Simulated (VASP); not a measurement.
# KBr (Cmmm) in VASP: a series of runs

KBr is run at these levels: PBEsol; tasks: single point.

Program: VASP 6.6.1. These are calculated values, not measurements. Logs are shortened: lines on timing, memory, paths and dates and some standing lists are left out, and cuts for length are marked.

**1. The cell of the first run**

Symmetry: Cmmm, No. 65, orthorhombic system. The conventional cell has a = 5.661 Å, b = 5.776 Å, c = 4.043 Å, α = 90.00°, β = 90.00°, γ = 90.00°. K (site symmetry mmm) has 8 Br at 3.48 to 3.53 Å and 6 K at 4.04 Å within 4.6 Å. Within 4.6 Å of Br (site symmetry mmm) lie 8 K at 3.48 to 3.53 Å and 6 Br at 4.04 Å.

**2. Single point, PBEsol (strain -0.0200 x Voigt [0, 0, 0, 1, 0, 0])**

INCAR

```
SYSTEM = KBr
PREC     = Accurate       ! precision mode
ENCUT    = 520            ! plane-wave cutoff, eV
EDIFF    = 1E-6           ! SCF threshold, eV
ISMEAR   = 0              ! smearing method
SIGMA    = 0.05           ! smearing width, eV
LREAL    = .FALSE.        ! projectors in reciprocal space
LASPH    = .TRUE.         ! aspherical terms in the spheres
NELM     = 80             ! most SCF steps
ALGO     = Normal         ! electronic algorithm
ISIF     = 2              ! what is computed and relaxed
LWAVE    = .FALSE.        ! write WAVECAR
LCHARG   = .FALSE.        ! write CHGCAR
GGA      = PS             ! functional
NBANDS   = 15             ! bands
```

KPOINTS

```
regular mesh
0
G
  6 6 6
  0 0 0
```

POSCAR

```
KBr
1.0
    4.0434990000      0.0000000000      0.0000000000
    0.0000000000      4.0434990000     -0.0404349900
    0.0000000000     -0.0404349900      4.0434990000
K Br
1 1
Direct
    0.0000000000      0.0000000000      0.0000000000
    0.5000000000      0.5000000000      0.5000000000
```

Potentials or basis: VASP PAW PBE potentials, release 64 (K_sv, Br).

Run with:

```
$ cat potpaw_PBE.64/K_sv/POTCAR potpaw_PBE.64/Br/POTCAR > POTCAR
$ mpirun -np 1 vasp_std > vasp.out
```

OUTCAR:

```text
SYSTEM = KBr
   PREC = Accurate
   ENCUT = 520
   EDIFF = 1E-6
   ISMEAR = 0
   LREAL = .FALSE.
   LASPH = .TRUE.
   NELM = 80
   ISIF = 2
   GGA = PS

 ion  position               nearest neighbor table
   1  0.000  0.000  0.000-
   2  0.500  0.500  0.500-

  LATTYP: Found a base centered orthorhombic cell.
 ALAT       =     5.6611874140
 B/A-ratio  =     1.0202020202
 C/A-ratio  =     0.7142492739

  Lattice vectors:

 A1 = (   0.0000000000,   4.0434990000,  -0.0404349900)
 A2 = (   0.0000000000,  -0.0404349900,   4.0434990000)
 A3 = (   4.0434990000,   0.0000000000,   0.0000000000)

Analysis of symmetry for initial positions (statically):
=====================================================================
 Subroutine PRICEL returns:
 Original cell was already a primitive cell.

 Routine SETGRP: Setting up the symmetry group for a
 base centered orthorhombic supercell.

 Subroutine GETGRP returns: Found  8 space group operations
 (whereof  8 operations were pure point group operations)
 out of a pool of  8 trial point group operations.

The static configuration has the point symmetry D_2h.

Analysis of symmetry for dynamics (positions and initial velocities):
=====================================================================
 Subroutine PRICEL returns:
 Original cell was already a primitive cell.

 Routine SETGRP: Setting up the symmetry group for a
 base centered orthorhombic supercell.

 Subroutine GETGRP returns: Found  8 space group operations
 (whereof  8 operations were pure point group operations)
 out of a pool of  8 trial point group operations.

The dynamic configuration has the point symmetry D_2h.

 Subroutine INISYM returns: Found  8 space group operations
 (whereof  8 operations are pure point group operations),
 and found     1 'primitive' translations

----------------------------------------------------------------------------------------

                                     Primitive cell

  volume of cell :      66.1041

  direct lattice vectors                    reciprocal lattice vectors
     4.043499000  0.000000000  0.000000000     0.247310559  0.000000000  0.000000000
     0.000000000  4.043499000 -0.040434990     0.000000000  0.247335293  0.002473353
     0.000000000 -0.040434990  4.043499000     0.000000000  0.002473353  0.247335293

  length of vectors
     4.043499000  4.043701170  4.043701170     0.247310559  0.247347659  0.247347659

  position of ions in fractional coordinates (direct lattice)
     0.000000000  0.000000000  0.000000000
     0.500000000  0.500000000  0.500000000

  ion indices of the primitive-cell ions
   primitive index   ion index
                 1           1
                 2           2

----------------------------------------------------------------------------------------

 KPOINTS: regular mesh

Automatic generation of k-mesh.
 Grid dimensions read from file:
 generate k-points for:    6    6    6

 Generating k-lattice:

  Cartesian coordinates                     Fractional coordinates (reciprocal lattice)
     0.041218427  0.000000000  0.000000000     0.166666667  0.000000000  0.000000000
     0.000000000  0.041222549  0.000412225     0.000000000  0.166666667  0.000000000
     0.000000000  0.000412225  0.041222549     0.000000000  0.000000000  0.166666667

  Length of vectors
     0.041218427  0.041224610  0.041224610

  Shift w.r.t. Gamma in fractional coordinates (k-lattice)
     0.000000000  0.000000000  0.000000000

 Subroutine IBZKPT returns following result:
 ===========================================

 Found     52 irreducible k-points:

 Following reciprocal coordinates:
            Coordinates               Weight
  0.000000  0.000000  0.000000      1.000000
  0.166667  0.000000  0.000000      2.000000
  0.333333  0.000000  0.000000      2.000000
  0.500000  0.000000  0.000000      1.000000
  0.000000  0.166667  0.000000      4.000000
  0.166667  0.166667  0.000000      8.000000
[... 16 lines left out ...]
  0.333333  0.333333  0.166667      8.000000
  0.500000  0.333333  0.166667      4.000000
 [... further k-points ...]
   k-points           NKPTS =     52   k-points in BZ     NKDIM =     52   number of bands    NBANDS=     15
   number of dos      NEDOS =    301   number of ions     NIONS =      2
   total plane-waves  NPLWV =  27000
   dimension x,y,z NGX =    30 NGY =   30 NGZ =   30
   dimension x,y,z NGXF=    60 NGYF=   60 NGZF=   60
   ions per type =               1   1
   NGX,Y,Z   is equivalent  to a cutoff of  12.33, 12.33, 12.33 a.u.
   NGXF,Y,Z  is equivalent  to a cutoff of  24.67, 24.67, 24.67 a.u.
 SYSTEM =  KBr
   PREC   = accura    normal or accurate (medium, high low for compatibility)
   ISTART =      0    job   : 0-new  1-cont  2-samecut
   ICHARG =      2    charge: 1-file 2-atom 10-const
   ISPIN  =      1    spin polarized calculation?
   LNONCOLLINEAR =      F non collinear calculations
   LSORBIT =      F    spin-orbit coupling
[... 25 lines left out ...]
   IVDW    =     0    specifies the selected vdW correction
   LEPSILON=     F    determine dielectric tensor
   LRPA    =     F    only Hartree local field effects (RPA)
 non-spin polarized calculation
 Gauss-broadening in eV      SIGMA  =   0.05
  energy-cutoff  :      520.00
  volume of cell :       66.10
 maximum number of plane-waves:      1805
   NGX = 15   NGY = 15   NGZ = 15

 number of electron      15.9999999 magnetization

 Free energy of the ion-electron system (eV)
  ---------------------------------------------------
  ext. energy  EPLUGINS =         0.00000000
  ---------------------------------------------------
  free energy    TOTEN  =        -6.34354745 eV

  energy without entropy =       -6.34354745  energy(sigma->0) =       -6.34354745

 E-fermi :  -0.5566     XC(G=0):  -8.0044

 val. band max:       -0.8535454082   @ k =   0.0000   0.5000   0.5000
 cond. band min:       2.8519968612   @ k =   0.0000   0.0000   0.0000
 fundamental gap:      3.7055422695
 Fermi energy:        -0.5566144451

 k-point     1 :       0.0000    0.0000    0.0000
  band No.  band energies     occupation
      1     -29.3329      2.00000
      2     -13.6489      2.00000
      3     -12.8209      2.00000
      4     -12.8207      2.00000
      5     -12.8207      2.00000
      6      -1.1325      2.00000
      7      -1.1186      2.00000
      8      -1.1040      2.00000
      9       2.8520      0.00000
     10       4.8950      0.00000
     11       4.8976      0.00000
     12       8.7492      0.00000
     13       8.7969      0.00000
     14       8.8587      0.00000
     15      11.4387      0.00000

 k-point     2 :       0.1667    0.0000    0.0000
  band No.  band energies     occupation
      1     -29.3303      2.00000
      2     -13.6860      2.00000
      3     -12.8161      2.00000
      4     -12.8156      2.00000
      5     -12.7793      2.00000
      6      -1.6752      2.00000
      7      -1.1295      2.00000
      8      -1.0928      2.00000
      9       3.4803      0.00000
     10       5.1109      0.00000
     11       5.4542      0.00000
     12       8.6889      0.00000
     13       8.7403      0.00000
     14       8.9144      0.00000
     15      10.4532      0.00000

 k-point     3 :       0.3333    0.0000    0.0000
  band No.  band energies     occupation
      1     -29.3250      2.00000
      2     -13.7581      2.00000
      3     -12.8066      2.00000
      4     -12.8052      2.00000
      5     -12.6951      2.00000
      6      -2.4997      2.00000
      7      -1.1242      2.00000
      8      -1.0708      2.00000
      9       4.6568      0.00000
     10       5.7062      0.00000
     11       6.4919      0.00000
     12       8.6393      0.00000
     13       8.7080      0.00000
     14       8.8568      0.00000
     15       9.1846      0.00000
[... 343 lines left out ...]
 k-point    23 :       0.3333    0.3333    0.1667
  band No.  band energies     occupation
      1     -29.3152      2.00000
      2     -13.5467      2.00000
      3     -12.9231      2.00000
      4     -12.8453      2.00000
      5     -12.7830      2.00000
      6      -2.1702      2.00000
      7      -2.0363      2.00000
      8      -1.3733      2.00000
      9       5.3344      0.00000
     10       6.2599      0.00000
     11       6.9720      0.00000
     12       7.0804      0.00000
     13       8.0688      0.00000
     14       8.2534      0.00000
     15      10.3695      0.00000

 k-point    24 :       0.5000    0.3333    0.1667
  band No.  band energies     occupation
      1     -29.3128      2.00000
      2     -13.4826      2.00000
      3     -12.9193      2.00000
      4     -12.8746      2.00000
      5     -12.8285      2.00000
      6      -2.3754      2.00000
      7      -2.0081      2.00000
      8      -1.3256      2.00000
      9       5.0479      0.00000
     10       6.3532      0.00000
     11       6.7337      0.00000
     12       7.2715      0.00000
     13       8.4000      0.00000
     14       8.5632      0.00000
     15      10.1613      0.00000

 [... further k-points ...]

------------------------ aborting loop because EDIFF is reached ----------------------------------------

  FORCE on cell =-STRESS in cart. coord.  units (eV):
  Direction    XX          YY          ZZ          XY          YZ          ZX
  --------------------------------------------------------------------------------------
  -------------------------------------------------------------------------------------
  Total       -0.5096050     -0.5096727     -0.5096727      0.0000000      0.0200282      0.0000000
  in kB      -12.3513848    -12.3530259    -12.3530259      0.0000000      0.4854265      0.0000000
  external PRESSURE =     -12.3524789 kB  Pullay stress =       0.0000000 kB

 VOLUME and BASIS-vectors are now :
 -----------------------------------------------------------------------------
  energy-cutoff  :      520.00
  volume of cell :       66.10
      direct lattice vectors                 reciprocal lattice vectors
     4.043499000  0.000000000  0.000000000     0.247310559  0.000000000  0.000000000
     0.000000000  4.043499000 -0.040434990     0.000000000  0.247335293  0.002473353
     0.000000000 -0.040434990  4.043499000     0.000000000  0.002473353  0.247335293

 POSITION                                       TOTAL-FORCE (eV/Angst)
 -----------------------------------------------------------------------------------
      0.00000      0.00000      0.00000         0.000000      0.000000      0.000000
      2.02175      2.00153      2.00153         0.000000     -0.000000      0.000000
 -----------------------------------------------------------------------------------
    total drift:                                0.000000      0.000000     -0.000000

  FREE ENERGIE OF THE ION-ELECTRON SYSTEM (eV)
  ---------------------------------------------------
  free  energy   TOTEN  =        -6.3435474463 eV

  energy  without entropy=       -6.3435474463  energy(sigma->0) =       -6.34354745
```

Run time: 24 s. Hardware: 1 thread of AMD EPYC 7R13 (Zen 3), shared host; peak memory 0.17 GiB.

Results:

```yaml
Free_energy: -6.3435 eV
Pressure: -1.2 GPa
Band_gap_on_the_k_mesh: 3.71 eV (least direct gap 3.96 eV)
```

Caveat: the cell differs from its parent crystal (strain -0.0200 x Voigt [0, 0, 0, 1, 0, 0]); the PAW data sets were made with another functional, which shifts forces and pressure a little.

**3. Single point, PBEsol (strain +0.0150 x Voigt [0, 0, 0, 1, 0, 0])**

INCAR

```
  PREC = Accurate
  ENCUT = 520
  EDIFF = 1E-6
  ISMEAR = 0
  SIGMA = 0.05
  LREAL = F
  LASPH = T
  NELM = 60
  ALGO = Normal
  ISIF = 2
  LWAVE = F
  LCHARG = F
  GGA = PS
  NBANDS = 15
```

KPOINTS

```
Automatic mesh
0
Gamma
  6 6 6
```

POSCAR

```
KBr
1.0
    4.0434990000      0.0000000000      0.0000000000
    0.0000000000      4.0434990000      0.0303262425
    0.0000000000      0.0303262425      4.0434990000
K Br
1 1
Direct
    0.0000000000      0.0000000000      0.0000000000
    0.5000000000      0.5000000000      0.5000000000
```

Potentials or basis: VASP PAW PBE potentials, release 64 (K_sv, Br).

Run with:

```
$ cat potpaw_PBE.64/K_sv/POTCAR potpaw_PBE.64/Br/POTCAR > POTCAR
$ mpirun -np 1 vasp_std > vasp.out
```

Wall time 24 s (1 thread of AMD EPYC 7R13 (Zen 3), shared host); peak memory 0.17 GiB.

It converged, with:

* Free energy: -6.3436 eV
* Pressure: -1.2 GPa
* Band gap on the k mesh: 3.71 eV (least direct gap 3.96 eV)

Levels at points of the mesh, in eV from the valence-band top:
```csv
k point,band 5,band 6,band 7,band 8,band 9,band 10,band 11,band 12
"(0.00, 0.00, 0.00)",-11.97,-0.28,-0.27,-0.25,3.71,5.75,5.75,9.62
"(0.50, 0.00, 0.00)",-11.80,-1.98,-0.26,-0.21,6.32,7.10,7.56,8.79
"(0.00, 0.50, 0.00)",-11.80,-1.98,-0.24,-0.24,6.32,7.10,7.56,8.78
"(0.50, 0.50, 0.00)",-11.93,-1.41,-1.41,0.00,5.11,6.39,8.00,8.00
"(0.00, 0.50, 0.50)",-11.93,-1.42,-1.39,0.00,5.11,6.39,8.00,8.01
"(0.50, 0.50, 0.50)",-12.08,-1.45,-1.44,-1.44,7.20,7.27,7.33,9.29
```

Caveat: the cell differs from its parent crystal (strain +0.0150 x Voigt [0, 0, 0, 1, 0, 0]); the PAW data sets were made with another functional, which shifts forces and pressure a little. A k mesh can miss the band edges.

**4. Single point, PBEsol (strain -0.0100 x Voigt [0, 0, 0, 1, 0, 0])**

INCAR

```
PREC = Accurate ; ENCUT = 520
EDIFF = 1E-7 ; ISMEAR = 0
SIGMA = 0.05 ; LREAL = F
LASPH = T ; NELM = 80
ALGO = Normal ; ISIF = 2
LWAVE = F ; LCHARG = F
GGA = PS ; NBANDS = 15
```

KPOINTS is that of step 3.

POSCAR

```
KBr
1.0
    4.0434990000      0.0000000000      0.0000000000
    0.0000000000      4.0434990000     -0.0202174950
    0.0000000000     -0.0202174950      4.0434990000
K Br
1 1
Direct
    0.0000000000      0.0000000000      0.0000000000
    0.5000000000      0.5000000000      0.5000000000
```

Run with:

```
$ cat potpaw_PBE.64/K_sv/POTCAR potpaw_PBE.64/Br/POTCAR > POTCAR
$ mpirun -np 1 vasp_std > vasp.out
```

Run time: 31 s. Hardware: 1 thread of AMD EPYC 7R13 (Zen 3), shared host; peak memory 0.17 GiB.

Results (log left out):

- Free energy: -6.3437 eV
- Pressure: -1.2 GPa
- Band gap on the k mesh: 3.71 eV (least direct gap 3.96 eV)

Levels at points of the mesh, in eV from the valence-band top:
| k point | band 4 | band 5 | band 6 | band 7 | band 8 | band 9 | band 10 | band 11 | band 12 | band 13 |
| --- | --- | --- | --- | --- | --- | --- | --- | --- | --- | --- |
| (0.00, 0.00, 0.00) | -11.97 | -11.97 | -0.27 | -0.27 | -0.26 | 3.71 | 5.75 | 5.75 | 9.63 | 9.65 |
| (0.50, 0.00, 0.00) | -11.95 | -11.80 | -1.98 | -0.25 | -0.22 | 6.32 | 7.10 | 7.56 | 8.79 | 9.60 |
| (0.00, 0.50, 0.00) | -11.95 | -11.80 | -1.98 | -0.24 | -0.24 | 6.32 | 7.10 | 7.56 | 8.78 | 9.64 |
| (0.50, 0.50, 0.00) | -12.12 | -11.93 | -1.41 | -1.41 | 0.00 | 5.11 | 6.39 | 8.00 | 8.00 | 10.13 |
| (0.00, 0.50, 0.50) | -12.11 | -11.93 | -1.42 | -1.40 | 0.00 | 5.11 | 6.39 | 8.00 | 8.01 | 10.08 |
| (0.50, 0.50, 0.50) | -12.08 | -12.08 | -1.45 | -1.44 | -1.44 | 7.23 | 7.27 | 7.31 | 9.31 | 9.35 |

Caveat: the cell differs from its parent crystal (strain -0.0100 x Voigt [0, 0, 0, 1, 0, 0]); the PAW data sets were made with another functional, which shifts forces and pressure a little. A k mesh can miss the band edges.

**5. Single point, PBEsol (strain +0.0050 x Voigt [0, 0, 0, 1, 0, 0])**

INCAR

```
ALGO = Normal
EDIFF = 1E-6
ENCUT = 520
GGA = PS
ISIF = 2
ISMEAR = 0
LASPH = T
LCHARG = F
LREAL = F
LWAVE = F
NBANDS = 15
NELM = 60
PREC = Accurate
SIGMA = 0.05
```

KPOINTS

```
k-points
0
Gamma
  6 6 6
```

POSCAR

```
KBr
1.0
    4.0434990000      0.0000000000      0.0000000000
    0.0000000000      4.0434990000      0.0101087475
    0.0000000000      0.0101087475      4.0434990000
K Br
1 1
Direct
    0.0000000000      0.0000000000      0.0000000000
    0.5000000000      0.5000000000      0.5000000000
```

Run with:

```
$ cat potpaw_PBE.64/K_sv/POTCAR potpaw_PBE.64/Br/POTCAR > POTCAR
$ mpirun -np 1 vasp_std > vasp.out
```

Wall time 25 s (1 thread of AMD EPYC 7R13 (Zen 3), shared host); peak memory 0.16 GiB.

It converged, with:

```
Free energy            : -6.3437 eV
Pressure               : -1.2 GPa
Band gap on the k mesh : 3.70 eV (least direct gap 3.97 eV)
```

Levels at points of the mesh, in eV from the valence-band top:
```tsv
k point	band 6	band 7	band 8	band 9	band 10	band 11
(0.00, 0.00, 0.00)	-0.27	-0.27	-0.26	3.70	5.75	5.75
(0.50, 0.00, 0.00)	-1.98	-0.25	-0.23	6.32	7.10	7.56
(0.00, 0.50, 0.00)	-1.98	-0.24	-0.24	6.32	7.10	7.56
(0.50, 0.50, 0.00)	-1.41	-1.41	0.00	5.11	6.39	8.00
(0.00, 0.50, 0.50)	-1.41	-1.40	0.00	5.11	6.39	8.00
(0.50, 0.50, 0.50)	-1.44	-1.44	-1.44	7.25	7.27	7.29
```

Caveat: the cell differs from its parent crystal (strain +0.0050 x Voigt [0, 0, 0, 1, 0, 0]); the PAW data sets were made with another functional, which shifts forces and pressure a little. A k mesh can miss the band edges.

**6. Single point, PBEsol (strain +0.0175 x Voigt [0, 0, 0, 1, 0, 0])**

INCAR

```
PREC     = Accurate       # precision mode
ENCUT    = 520            # plane-wave cutoff, eV
EDIFF    = 1E-6           # SCF threshold, eV
ISMEAR   = 0              # smearing method
SIGMA    = 0.05           # smearing width, eV
LREAL    = False          # projectors in reciprocal space
LASPH    = True           # aspherical terms in the spheres
NELM     = 100            # most SCF steps
ALGO     = Normal         # electronic algorithm
ISIF     = 2              # what is computed and relaxed
LWAVE    = False          # write WAVECAR
LCHARG   = False          # write CHGCAR
GGA      = PS             # functional
NBANDS   = 15             # bands
```

KPOINTS

```
regular mesh
0
Gamma
  6 6 6
```

POSCAR

```
KBr
1.0
    4.0434990000      0.0000000000      0.0000000000
    0.0000000000      4.0434990000      0.0353806163
    0.0000000000      0.0353806163      4.0434990000
K Br
1 1
Direct
    0.0000000000      0.0000000000      0.0000000000
    0.5000000000      0.5000000000      0.5000000000
```

Potentials or basis: VASP PAW PBE potentials, release 64 (K_sv, Br).

Run with:

```
$ cat potpaw_PBE.64/K_sv/POTCAR potpaw_PBE.64/Br/POTCAR > POTCAR
$ mpirun -np 1 vasp_std > vasp.out
```

Wall time 26 s (1 thread of AMD EPYC 7R13 (Zen 3), shared host); peak memory 0.17 GiB.

It converged, with:

```
Free energy            : -6.3436 eV
Pressure               : -1.2 GPa
Band gap on the k mesh : 3.71 eV (least direct gap 3.96 eV)
```

Levels at points of the mesh, in eV from the valence-band top:
```
           k point  band 6  band 7  band 8  band 9  band 10  band 11
(0.00, 0.00, 0.00)   -0.28   -0.27   -0.25    3.71     5.75     5.75
(0.50, 0.00, 0.00)   -1.98   -0.26   -0.21    6.32     7.10     7.56
(0.00, 0.50, 0.00)   -1.98   -0.24   -0.24    6.32     7.10     7.56
(0.50, 0.50, 0.00)   -1.41   -1.41    0.00    5.11     6.39     8.00
(0.00, 0.50, 0.50)   -1.42   -1.39    0.00    5.11     6.39     8.00
(0.50, 0.50, 0.50)   -1.45   -1.44   -1.44    7.19     7.27     7.35
```

Caveat: the cell differs from its parent crystal (strain +0.0175 x Voigt [0, 0, 0, 1, 0, 0]); the PAW data sets were made with another functional, which shifts forces and pressure a little.

**7. Overview**

```csv
cell,gap on the mesh (eV),pressure (GPa)
"a = 4.043 Å, angles 91.1, 90.0, 90.0°, 2 atoms",3.71,-1.2
"a = 4.043 Å, angles 89.1, 90.0, 90.0°, 2 atoms",3.71,-1.2
"a = 4.043 Å, angles 90.6, 90.0, 90.0°, 2 atoms",3.71,-1.2
"a = 4.043 Å, angles 89.7, 90.0, 90.0°, 2 atoms",3.70,-1.2
"a = 4.043 Å, angles 89.0, 90.0, 90.0°, 2 atoms",3.71,-1.2
```

Alike in all rows: task single point; level PBEsol; potentials or basis VASP PAW PBE potentials, release 64 (K_sv, Br); no spin polarisation; k mesh 6 × 6 × 6; cutoff (eV) 520; smearing gaussian 0.05 eV.

Caveats: the PAW data sets were made with another functional, which shifts forces and pressure a little.

Absolute energies hang on the potentials; compare differences alone.
